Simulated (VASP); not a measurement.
In3As:

```
As In
1.0
     0.00000    3.71000    3.71000
     3.71000    0.00000    3.71000
     3.71000    3.71000    0.00000
As In
1 3
Direct
  0.00000 0.00000 0.00000
  0.50000 0.50000 0.50000
  0.25000 0.25000 0.25000
  0.75000 0.75000 0.75000
```

* Program: VASP 6.6.1
* Task: relaxation of cell and atoms
* Functional: LDA
* Potentials or basis: VASP PAW LDA potentials, release 64 (As, In_d)
* Cutoff: 500 eV
* k mesh: 5 × 5 × 5
* Occupations: gaussian, width 0.01 eV
* Spin: no spin polarisation

At the start: pressure -5.1 GPa; volume 25.53 Å³/atom.

**Question.** How do energy, volume and symmetry change on relaxing?

**Answer.** Over 3 steps the energy falls by 48.3 meV/atom and the volume is 22.87 Å³/atom (-10.4 %); space group Fm-3m (No. 225, to 0.1 Å) before and after.

Step by step:
| step | energy change (eV) | largest force (eV/Å) | pressure (GPa) | volume (Å³) |
| --- | --- | --- | --- | --- |
| 1 | 0.0000 | 0.0000 | -5.08 | 102.13 |
| 2 | -0.1914 | 0.0000 | 0.63 | 90.62 |
| 3 | -0.1931 | 0.0000 | 0.01 | 91.47 |

Final structure:
```
As In
1.0
     0.00000    3.57613    3.57613
     3.57613    0.00000    3.57613
     3.57613    3.57613    0.00000
As In
1 3
Direct
  0.00000 0.00000 0.00000
  0.50000 0.50000 0.50000
  0.25000 0.25000 0.25000
  0.75000 0.75000 0.75000
```
